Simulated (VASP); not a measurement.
Input of a VASP 6.6.1 run:

The input INCAR:

```
PREC = Accurate
ENCUT = 520
EDIFF = 1E-6
ISMEAR = -1
SIGMA = 0.02
LREAL = Auto
LASPH = True
NELM = 80
ALGO = Normal
ISIF = 2
LWAVE = False
LCHARG = False
GGA = PE
NBANDS = 136
```

KPOINTS

```
Automatic mesh
0
Gamma
  2 1 1
```

POSCAR

```
AlSi40H16Cl3
1.0
    7.6791800000      0.0000000000      0.0000000000
    0.0000000000     15.3583590000      0.0000000000
    0.0000000000      0.0000000000     18.2555000000
H Si Al Cl
16 40 1 3
Direct
    0.4093920100      0.0000000000      0.0547780100
    0.0906079700      0.0000000000      0.0547780100
    0.9093919800      0.0000000000      0.0547780100
    0.5906079500      0.0000000000      0.0547780100
    0.4093920100      0.2500000000      0.0547780100
    0.0906079700      0.2500000000      0.0547780100
    0.9093919800      0.2500000000      0.0547780100
    0.5906079500      0.2500000000      0.0547780100
    0.4093920100      0.5000000100      0.0547780100
    0.0906079700      0.5000000100      0.0547780100
    0.9093919800      0.5000000100      0.0547780100
    0.5906079500      0.5000000100      0.0547780100
    0.4093920100      0.7500000100      0.0547780100
    0.0906079700      0.7500000100      0.0547780100
    0.9093919800      0.7500000100      0.0547780100
    0.5906079500      0.7500000100      0.0547780100
    0.2499999900      0.0000000000      0.1021883800
    0.7499999700      0.0000000000      0.1021883800
    0.2499999900      0.2500000000      0.1021883800
    0.7499999700      0.2500000000      0.1021883800
    0.2499999900      0.5000000100      0.1021883800
    0.7499999700      0.5000000100      0.1021883800
    0.2499999900      0.7500000100      0.1021883800
    0.7499999700      0.7500000100      0.1021883800
    0.2482698127      0.1245848090      0.1737443978
    0.7486234809      0.1248990939      0.1728370805
    0.2503015901      0.3755089792      0.1787381124
    0.7502298092      0.3750460601      0.1779933457
    0.2501860948      0.6254211417      0.1727213683
    0.7500810719      0.6249642759      0.1738683221
    0.2503813834      0.8744355591      0.1796267840
    0.7504140032      0.8748652325      0.1819115274
   -0.0040527383      0.1234843848      0.2467220368
    0.5005741238      0.1236003259      0.2461060132
   -0.0004764894      0.3787285947      0.2547345012
    0.5011007090      0.3786718163      0.2547956340
    0.0014327842      0.6246522883      0.2454543090
    0.4988850158      0.6246093590      0.2455469081
    0.0043007423      0.8721635914      0.2591521676
    0.4967747312      0.8721109935      0.2590259477
    0.0253645245      0.0037334770      0.3302439583
    0.4804941511      0.0041860348      0.3293501888
   -0.0005028256      0.2477026403      0.3225376495
    0.5014177887      0.2474690120      0.3223531413
   -0.0086956062      0.5071337855      0.3263026415
    0.5094124659      0.5070558460      0.3264124430
    0.0196257782      0.7411084760      0.3310281740
    0.4809704784      0.7411477173      0.3310469953
    0.2532489093      0.0435288192      0.4167587525
    0.7530604824      0.0512755668      0.3651624021
    0.2506616162      0.1992373055      0.3824124884
    0.7506501396      0.2044500671      0.3875071515
    0.2503213099      0.5438669016      0.3894810917
    0.7504440189      0.5384049080      0.4035345015
    0.2502465365      0.7037787579      0.4152603099
    0.7502776523      0.6835539718      0.3647072708
    0.2483034479      0.4450606804      0.4939852459
   -0.2506343227      0.2354127365      0.4991692668
    0.2497745700      0.2936945206      0.4887117830
    0.2447590254      0.4622736136      0.6083333210
```

Potentials or basis: VASP PAW PBE potentials, release 64 (H, Si, Al, Cl).

Launch:

```sh
$ cat potpaw_PBE.64/H/POTCAR potpaw_PBE.64/Si/POTCAR potpaw_PBE.64/Al/POTCAR potpaw_PBE.64/Cl/POTCAR > POTCAR
$ mpirun -np 1 vasp_std > vasp.out
```

Problem. What does it give for the largest force?

Solution. 0.653 eV/Å.

Problem. What does it give for the band gap on the k mesh?

Solution. 0.07 eV (least direct gap 0.27 eV).

Forces on the atoms (eV/Å):
```
H   -0.621 -0.042  0.011
H    0.629 -0.063  0.001
H   -0.624 -0.085  0.013
H    0.624 -0.096  0.008
H   -0.622  0.021  0.014
H    0.632  0.046  0.003
H   -0.640  0.043 -0.004
H    0.637  0.051 -0.008
H   -0.625 -0.096 -0.021
H    0.624 -0.097 -0.017
H   -0.623 -0.087 -0.017
H    0.622 -0.089 -0.015
H   -0.642  0.116 -0.027
H    0.640  0.116 -0.023
H   -0.623  0.117  0.013
H    0.620  0.123  0.017
Si  -0.020 -0.384  0.073
Si   0.000 -0.434  0.154
Si  -0.032  0.301  0.072
Si   0.007  0.305 -0.089
Si   0.006 -0.109 -0.110
Si   0.004 -0.095 -0.094
Si   0.008  0.220 -0.113
Si   0.013  0.221  0.193
Si   0.001 -0.004  0.000
Si  -0.003 -0.001 -0.002
Si  -0.001 -0.003 -0.001
Si  -0.001  0.000 -0.003
Si   0.000 -0.001 -0.002
Si  -0.001  0.001  0.004
Si  -0.001  0.003 -0.002
Si  -0.002  0.000 -0.002
Si  -0.003  0.006  0.000
Si   0.000  0.001  0.000
Si   0.001  0.000  0.003
Si   0.001  0.000  0.001
Si  -0.002  0.000  0.002
Si   0.001  0.001  0.002
Si   0.002 -0.002  0.000
Si   0.000 -0.003  0.001
Si  -0.002  0.001  0.001
Si   0.005  0.002 -0.006
Si  -0.001 -0.005  0.000
Si  -0.001 -0.007 -0.002
Si   0.001  0.001  0.000
Si  -0.002  0.004 -0.002
Si  -0.002 -0.005 -0.003
Si   0.003 -0.005 -0.004
Si   0.000  0.000 -0.004
Si   0.006  0.002  0.000
Si   0.002  0.007  0.000
Si   0.002  0.013  0.038
Si   0.002 -0.003 -0.006
Si  -0.001 -0.002 -0.003
Si   0.000  0.005  0.005
Si  -0.001  0.002 -0.004
Al   0.000 -0.008  0.024
Cl   0.000 -0.009 -0.042
Cl   0.000  0.005 -0.005
Cl   0.001 -0.002 -0.024
```
